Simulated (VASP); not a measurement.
# In3GaP4 (P1) in VASP: notebook

Runs on In3GaP4. Level: PBEsol. Tasks: single point, relaxation of volume and atoms at fixed shape.

Everything below comes from runs of VASP 6.6.1. Logs are shortened: lines on timing, memory, paths and dates and some standing lists are left out, and cuts for length are marked.

## (1) The cell of the first run

The typed cell holds 64 atoms: a = 11.535 Å, b = 11.535 Å, c = 11.535 Å, α = 90.00°, β = 90.00°, γ = 90.00°.

## (2) Single point, PBEsol

Contents of INCAR:

```
ALGO = Normal
EDIFF = 1E-6
ENCUT = 520
GGA = PS
ISIF = 2
ISMEAR = -1
ISYM = 0
LASPH = True
LCHARG = True
LELF = True
LREAL = Auto
LUSENCCL = False
LVHAR = True
LWAVE = False
NBANDS = 326
NELM = 80
PREC = Accurate
SIGMA = 0.05
```

Contents of KPOINTS:

```
Automatic mesh
0
Gamma
  1 1 1
  0.25 0.25 0.25
```

Contents of POSCAR:

```
In3GaP4
1.0
   11.5354869967      0.0000000000      0.0000000000
    0.0000000000     11.5354869967      0.0000000000
    0.0000000000      0.0000000000     11.5354869967
In P Ga
24 32 8
Direct
    0.9984150000      0.9999750000      0.0033110000
    0.0001140000      0.0019820000      0.4992440000
    0.9982540000      0.5002980000      0.0036800000
    0.0003540000      0.4982060000      0.4986140000
    0.5025760000      0.9981200000      0.0012390000
    0.5006010000      0.0003840000      0.5011950000
    0.5032100000      0.5026920000      0.0010910000
    0.5000670000      0.5001410000      0.5014460000
    0.2477580000      0.2501480000      0.0032970000
    0.2484760000      0.0000020000      0.2529930000
    0.2506980000      0.9981860000      0.7484920000
    0.2480850000      0.5004010000      0.2533430000
    0.2509990000      0.5023640000      0.7479700000
    0.7528870000      0.0020200000      0.2510750000
    0.7511240000      0.0004010000      0.7503850000
    0.7533910000      0.4984180000      0.2508800000
    0.7509400000      0.5002870000      0.7508620000
    0.9979280000      0.2505560000      0.7483710000
    0.0001230000      0.7507450000      0.2507030000
    0.0001230000      0.7510760000      0.7507030000
    0.5030540000      0.2507040000      0.2532920000
    0.5029620000      0.2509570000      0.7480850000
    0.5002910000      0.7510610000      0.2506830000
    0.5004560000      0.7507450000      0.7506160000
    0.1163430000      0.1300730000      0.1348710000
    0.1303850000      0.1305120000      0.6203070000
    0.1306650000      0.6307260000      0.1205780000
    0.1294670000      0.6306320000      0.6184500000
    0.6309320000      0.1303990000      0.1207760000
    0.6332680000      0.1307810000      0.6179580000
    0.6329070000      0.6306770000      0.1217410000
    0.6307240000      0.6305700000      0.6205010000
    0.3769060000      0.3769100000      0.1274540000
    0.3676670000      0.3682620000      0.6178840000
    0.3680530000      0.8703510000      0.1199830000
    0.3693800000      0.8678040000      0.6181860000
    0.8765060000      0.3628930000      0.1270970000
    0.8681760000      0.3695940000      0.6182090000
    0.8679020000      0.8679440000      0.1197910000
    0.8695230000      0.8700470000      0.6184570000
    0.3700120000      0.1305100000      0.3809020000
    0.3760780000      0.1242960000      0.8748860000
    0.3695500000      0.6305510000      0.3815390000
    0.3701430000      0.6306010000      0.8808950000
    0.8760190000      0.1366180000      0.3754120000
    0.8702830000      0.1305100000      0.8812690000
    0.8702040000      0.6308130000      0.3811270000
    0.8698000000      0.6304760000      0.8817920000
    0.1223250000      0.3629340000      0.3730040000
    0.1234670000      0.3769890000      0.8738040000
    0.1301300000      0.8688900000      0.3822220000
    0.1302620000      0.8711640000      0.8820060000
    0.6319960000      0.3708700000      0.3821450000
    0.6322170000      0.3695410000      0.8822880000
    0.6315640000      0.8711270000      0.3806060000
    0.6319890000      0.8689250000      0.8806320000
    0.2468890000      0.2493460000      0.4972730000
    0.2499030000      0.7500110000      0.0002980000
    0.2496600000      0.7491370000      0.5000230000
    0.7524450000      0.2496640000      0.0029250000
    0.7522740000      0.2502190000      0.4976280000
    0.7498960000      0.7491600000      0.0003250000
    0.7498120000      0.7499880000      0.5001380000
    0.9972430000      0.2496560000      0.2527250000
```

Potentials or basis: VASP PAW PBE potentials, release 64 (In_d, P, Ga_d).

Started as:

```
$ cat potpaw_PBE.64/In_d/POTCAR potpaw_PBE.64/P/POTCAR potpaw_PBE.64/Ga_d/POTCAR > POTCAR
$ mpirun -np 1 vasp_std > vasp.out
```

OUTCAR:

```text
EDIFF = 1E-6
   ENCUT = 520
   GGA = PS
   ISIF = 2
   ISMEAR = -1
   ISYM = 0
   LASPH = True
   LREAL = Auto
   NELM = 80
   PREC = Accurate

 ion  position               nearest neighbor table
   1  0.998  1.000  0.003-  39 2.53  25 2.53  46 2.54  52 2.55  14 4.02
   2  0.000  0.002  0.499-  26 2.53  51 2.54  40 2.54  45 2.55
   3  0.998  0.500  0.004-  50 2.52  27 2.53  48 2.54  37 2.55  16 4.01
   4  0.000  0.498  0.499-  38 2.54  47 2.54  28 2.54  49 2.55  12 4.02
   5  0.503  0.998  0.001-  42 2.52  56 2.53  29 2.53  35 2.54
   6  0.501  0.000  0.501-  30 2.53  55 2.54  41 2.54  36 2.54
   7  0.503  0.503  0.001-  33 2.52  31 2.52  54 2.54  44 2.54
   8  0.500  0.500  0.501-  32 2.53  53 2.54  43 2.54  34 2.54
   9  0.248  0.250  0.003-  33 2.53  50 2.54  42 2.55  25 2.55
  10  0.248  0.000  0.253-  51 2.52  41 2.53  25 2.54  35 2.55
  11  0.251  0.998  0.748-  42 2.52  36 2.53  26 2.54  52 2.54
  12  0.248  0.500  0.253-  33 2.52  43 2.53  27 2.54  49 2.55   4 4.02
  13  0.251  0.502  0.748-  50 2.52  28 2.53  44 2.54  34 2.54
  14  0.753  0.002  0.251-  29 2.54  39 2.54  55 2.54  45 2.55   1 4.02
  15  0.751  0.000  0.750-  46 2.53  40 2.54  30 2.54  56 2.54
  16  0.753  0.498  0.251-  47 2.53  53 2.53  31 2.55  37 2.55   3 4.01
  17  0.751  0.500  0.751-  48 2.53  32 2.54  38 2.54  54 2.54
  18  0.998  0.251  0.748-  50 2.51  38 2.53  26 2.54  46 2.54
  19  0.000  0.751  0.251-  51 2.53  47 2.53  39 2.54  27 2.54
  20  0.000  0.751  0.751-  52 2.54  40 2.55  48 2.55  28 2.55
  21  0.503  0.251  0.253-  53 2.52  33 2.52  29 2.54  41 2.54
  22  0.503  0.251  0.748-  42 2.53  30 2.54  54 2.55  34 2.55
[... 40 lines left out ...]
  63  0.750  0.750  0.500-  40 2.38  47 2.39  32 2.39  55 2.39
  64  0.997  0.250  0.253-  25 2.37  45 2.38  49 2.39  37 2.40

IMPORTANT INFORMATION: All symmetrisations will be switched off!
NOSYMM: (Re-)initialisation of all symmetry stuff for point group C_1.

----------------------------------------------------------------------------------------

                                     Primitive cell

  volume of cell :    1534.9980

  direct lattice vectors                    reciprocal lattice vectors
    11.535486997  0.000000000  0.000000000     0.086689015  0.000000000  0.000000000
     0.000000000 11.535486997  0.000000000     0.000000000  0.086689015  0.000000000
     0.000000000  0.000000000 11.535486997     0.000000000  0.000000000  0.086689015

  length of vectors
    11.535486997 11.535486997 11.535486997     0.086689015  0.086689015  0.086689015

  position of ions in fractional coordinates (direct lattice)
     0.998415000  0.999975000  0.003311000
     0.000114000  0.001982000  0.499244000
     0.998254000  0.500298000  0.003680000
     0.000354000  0.498206000  0.498614000
     0.502576000  0.998120000  0.001239000
     0.500601000  0.000384000  0.501195000
[... 56 lines left out ...]
     0.749812000  0.749988000  0.500138000
     0.997243000  0.249656000  0.252725000

  ion indices of the primitive-cell ions
   primitive index   ion index
                 1           1
                 2           2
                 3           3
                 4           4
                 5           5
                 6           6
[... 56 lines left out ...]
                63          63
                64          64

----------------------------------------------------------------------------------------

 KPOINTS: Automatic mesh

Automatic generation of k-mesh.
 Grid dimensions read from file:
 generate k-points for:    1    1    1

 Generating k-lattice:

  Cartesian coordinates                     Fractional coordinates (reciprocal lattice)
     0.086689015  0.000000000  0.000000000     1.000000000  0.000000000  0.000000000
     0.000000000  0.086689015  0.000000000     0.000000000  1.000000000  0.000000000
     0.000000000  0.000000000  0.086689015     0.000000000  0.000000000  1.000000000

  Length of vectors
     0.086689015  0.086689015  0.086689015

  Shift w.r.t. Gamma in fractional coordinates (k-lattice)
     0.250000000  0.250000000  0.250000000

 Subroutine IBZKPT returns following result:
 ===========================================

 Found      4 irreducible k-points:

 Following reciprocal coordinates:
            Coordinates               Weight
  0.250000  0.250000  0.250000      2.000000
 -0.250000  0.250000  0.250000      2.000000
 -0.250000 -0.250000  0.250000      2.000000
  0.250000 -0.250000  0.250000      2.000000
   k-points           NKPTS =      4   k-points in BZ     NKDIM =      4   number of bands    NBANDS=    326
   number of dos      NEDOS =    301   number of ions     NIONS =     64
   total plane-waves  NPLWV = 729000
   dimension x,y,z NGX =    90 NGY =   90 NGZ =   90
   dimension x,y,z NGXF=   180 NGYF=  180 NGZF=  180
   ions per type =              24  32   8
   NGX,Y,Z   is equivalent  to a cutoff of  12.97, 12.97, 12.97 a.u.
   NGXF,Y,Z  is equivalent  to a cutoff of  25.94, 25.94, 25.94 a.u.
 SYSTEM =  unknown system
   PREC   = accura    normal or accurate (medium, high low for compatibility)
   ISTART =      0    job   : 0-new  1-cont  2-samecut
   ICHARG =      2    charge: 1-file 2-atom 10-const
   ISPIN  =      1    spin polarized calculation?
   LNONCOLLINEAR =      F non collinear calculations
   LSORBIT =      F    spin-orbit coupling
   LASPH  =      T    aspherical Exc in radial PAW
   ENCUT  =  520.0 eV  38.22 Ry    6.18 a.u.  21.45 21.45 21.45*2*pi/ulx,y,z
   NELM   =     80;   NELMIN=  2; NELMDL= -5     # of ELM steps
   EDIFF  = 0.1E-05   stopping-criterion for ELM
   LREAL  =      T    real-space projection
   EDIFFG = 0.1E-04   stopping-criterion for IOM
   NSW    =      0    number of steps for IOM
   IBRION =     -1    ionic relax: 0-MD 1-quasi-New 2-CG
   NFREE  =      0    steps in history (QN), initial steepest desc. (CG)
   ISIF   =      2    stress and relaxation
   ISYM   =      0    0-nonsym 1-usesym 2-fastsym
   POTIM  = 0.5000    time-step for ionic-motion
   TEBEG  =    0.0;   TEEND  =   0.0 temperature during run
   PSTRESS=    0.0 pullay stress
   NELECT =     576.0000    total number of electrons
   NUPDOWN=      -1.0000    fix difference up-down
   EMIN   =  10.00;   EMAX   =-10.00  energy-range for DOS
   EFERMI =   0.00;   METHOD = LEGACY
   ISMEAR =    -1;   SIGMA  =   0.05  broadening in eV -4-tet -1-fermi 0-gaus
   EFERMI_NEDOS =   21; number of points for ismear=-14 and -15
   IALGO  =     38    algorithm
   IMIX   =      4    mixing-type and parameters
     AMIX     =   0.40;   BMIX     =  1.00
     AMIX_MAG =   1.60;   BMIX_MAG =  1.00
  volume/ion in A,a.u.               =      23.98       161.85
  Fermi-wavevector in a.u.,A,eV,Ry     =   1.180809  2.231406 18.970744  1.394310
  Thomas-Fermi vector in A             =   2.317095
   LORBIT       =      0    0 simple, 1 ext, 2 COOP (PROOUT), +10 PAW based schemes
   GGA     = PS    functional components
   LHFCALC =     F    Hartree Fock is set to
   AEXX    =    0.0000 exact exchange contribution
   IVDW    =     0    specifies the selected vdW correction
   LEPSILON=     F    determine dielectric tensor
   LRPA    =     F    only Hartree local field effects (RPA)
 non-spin polarized calculation
  energy-cutoff  :      520.00
  volume of cell :     1535.00
 maximum number of plane-waves:     41350
 NGX is ok and might be reduce to    90
   NGX = 43   NGY = 43   NGZ = 43

 number of electron     575.9999972 magnetization

 Free energy of the ion-electron system (eV)
  ---------------------------------------------------
  ext. energy  EPLUGINS =         0.00000000
  ---------------------------------------------------
  free energy    TOTEN  =      -298.17792729 eV

  energy without entropy =     -298.17792674  energy(sigma->0) =     -298.17792702

 E-fermi :   5.5892     XC(G=0):  -9.5929

 val. band max:        4.7765497305   @ k =  -0.2500   0.2500   0.2500
 cond. band min:       6.3582588826   @ k =  -0.2500   0.2500   0.2500
 fundamental gap:      1.5817091521
 Fermi energy:         5.5892312782

 k-point     1 :       0.2500    0.2500    0.2500
  band No.  band energies     occupation
      1      -9.6543      2.00000
      2      -9.6532      2.00000
      3      -9.6523      2.00000
      4      -9.6516      2.00000
      5      -9.6494      2.00000
      6      -9.6473      2.00000
[... 292 lines left out ...]
    299       7.2762      0.00000
    300       7.2983      0.00000

 k-point     2 :      -0.2500    0.2500    0.2500
  band No.  band energies     occupation
      1      -9.6546      2.00000
      2      -9.6530      2.00000
      3      -9.6525      2.00000
      4      -9.6515      2.00000
      5      -9.6493      2.00000
      6      -9.6471      2.00000
[... 292 lines left out ...]
    299       7.2873      0.00000
    300       7.3511      0.00000

 k-point     3 :      -0.2500   -0.2500    0.2500
  band No.  band energies     occupation
      1      -9.6546      2.00000
      2      -9.6530      2.00000
      3      -9.6525      2.00000
      4      -9.6515      2.00000
      5      -9.6493      2.00000
      6      -9.6471      2.00000
[... 292 lines left out ...]
    299       7.2861      0.00000
    300       7.3497      0.00000

 k-point     4 :       0.2500   -0.2500    0.2500
  band No.  band energies     occupation
      1      -9.6543      2.00000
      2      -9.6532      2.00000
      3      -9.6523      2.00000
      4      -9.6516      2.00000
      5      -9.6494      2.00000
      6      -9.6473      2.00000
[... 292 lines left out ...]
    299       7.2746      0.00000
    300       7.2969      0.00000
 [bands above 300 left out]

------------------------ aborting loop because EDIFF is reached ----------------------------------------

  FORCE on cell =-STRESS in cart. coord.  units (eV):
  Direction    XX          YY          ZZ          XY          YZ          ZX
  --------------------------------------------------------------------------------------
  -------------------------------------------------------------------------------------
  Total       -0.5704659     -0.2056693     -0.4574962      0.5977959      0.5940097      0.4600460
  in kB       -0.5954324     -0.2146704     -0.4775186      0.6239585      0.6200066      0.4801800
  external PRESSURE =      -0.4292071 kB  Pullay stress =       0.0000000 kB

 VOLUME and BASIS-vectors are now :
 -----------------------------------------------------------------------------
  energy-cutoff  :      520.00
  volume of cell :     1535.00
      direct lattice vectors                 reciprocal lattice vectors
    11.535486997  0.000000000  0.000000000     0.086689015  0.000000000  0.000000000
     0.000000000 11.535486997  0.000000000     0.000000000  0.086689015  0.000000000
     0.000000000  0.000000000 11.535486997     0.000000000  0.000000000  0.086689015

 POSITION                                       TOTAL-FORCE (eV/Angst)
 -----------------------------------------------------------------------------------
     11.51720     11.53520      0.03819        -0.040563     -0.024417     -0.015815
      0.00132      0.02286      5.75902        -0.013048     -0.021123     -0.014500
     11.51535      5.77118      0.04245        -0.013005     -0.008021     -0.014364
      0.00408      5.74705      5.75176        -0.011560     -0.014237     -0.013631
      5.79746     11.51380      0.01429        -0.031362     -0.013771     -0.010476
      5.77468      0.00443      5.78153        -0.039290     -0.019495     -0.031358
[... 56 lines left out ...]
      8.64945      8.65148      5.76934        -0.013032     -0.015332     -0.019754
     11.50368      2.87990      2.91531        -0.010740     -0.010179     -0.019521
 -----------------------------------------------------------------------------------
    total drift:                                0.015784      0.040317     -0.002607

  FREE ENERGIE OF THE ION-ELECTRON SYSTEM (eV)
  ---------------------------------------------------
  free  energy   TOTEN  =      -298.1779272939 eV

  energy  without entropy=     -298.1779267446  energy(sigma->0) =     -298.17792702
```

Run time: 5.1 min. Hardware: 1 × NVIDIA H100 80GB with 1 thread of AMD EPYC 7R13 (Zen 3), shared host; peak memory 2.7 GiB.

What came out:

- Free energy: -298.1779 eV
- Pressure: 0.0 GPa
- Largest force: 0.083 eV/Å
- Band gap on the k mesh: 1.58 eV

Forces on the atoms (eV/Å):
```
In  -0.041 -0.024 -0.016
In  -0.013 -0.021 -0.015
In  -0.013 -0.008 -0.014
In  -0.012 -0.014 -0.014
In  -0.031 -0.014 -0.010
In  -0.039 -0.019 -0.031
In  -0.023 -0.009 -0.026
In  -0.021 -0.015 -0.025
In   0.000 -0.016 -0.008
In  -0.011 -0.016 -0.007
In  -0.010 -0.044 -0.039
In  -0.023 -0.010 -0.017
In  -0.017 -0.018 -0.018
In   0.004 -0.012 -0.031
In  -0.012 -0.028  0.000
In  -0.003 -0.010 -0.010
In  -0.006 -0.031 -0.022
In  -0.041 -0.016 -0.038
In  -0.017 -0.006 -0.025
In  -0.015 -0.020 -0.012
In  -0.027 -0.031 -0.018
In  -0.019 -0.018 -0.004
In  -0.034 -0.015 -0.015
In  -0.040 -0.003 -0.018
P   -0.010  0.017  0.022
P    0.009  0.007  0.001
P    0.016  0.013  0.000
P    0.023  0.005 -0.016
P    0.010  0.025  0.003
P    0.023  0.012 -0.012
P    0.020  0.015 -0.008
P    0.012  0.015 -0.002
P    0.014  0.006  0.009
P    0.035  0.044  0.032
P    0.042  0.043  0.036
P    0.048  0.044  0.043
P    0.029  0.004  0.027
P    0.036  0.038  0.044
P    0.050  0.047  0.046
P    0.030  0.042  0.038
P    0.014  0.017  0.007
P    0.029  0.018  0.026
P   -0.008  0.011  0.025
P    0.009  0.008  0.021
P   -0.014  0.001 -0.007
P    0.004  0.017  0.010
P   -0.009  0.016  0.019
P   -0.011  0.017  0.016
P    0.055  0.029  0.048
P    0.020  0.026  0.020
P    0.015 -0.014  0.013
P    0.019  0.000  0.011
P    0.019 -0.012  0.021
P    0.006  0.003  0.018
P    0.017 -0.004  0.024
P    0.015 -0.008  0.013
Ga  -0.023 -0.009 -0.022
Ga  -0.021 -0.016 -0.013
Ga  -0.018 -0.004 -0.012
Ga  -0.002 -0.023 -0.002
Ga  -0.007 -0.004 -0.007
Ga  -0.006 -0.001 -0.018
Ga  -0.013 -0.015 -0.020
Ga  -0.011 -0.010 -0.020
```

Stress tensor (GPa, compression positive):
```
-0.06  0.06  0.05
 0.06 -0.02  0.06
 0.05  0.06 -0.05
```

Caveat: the PAW data sets were made with another functional, which shifts forces and pressure a little; spin-orbit coupling is left out, which moves the levels of the heavy elements; a shifted mesh leaves out Γ, where band edges can lie. A k mesh can miss the band edges.

(Part 1 of 2 ends here.)
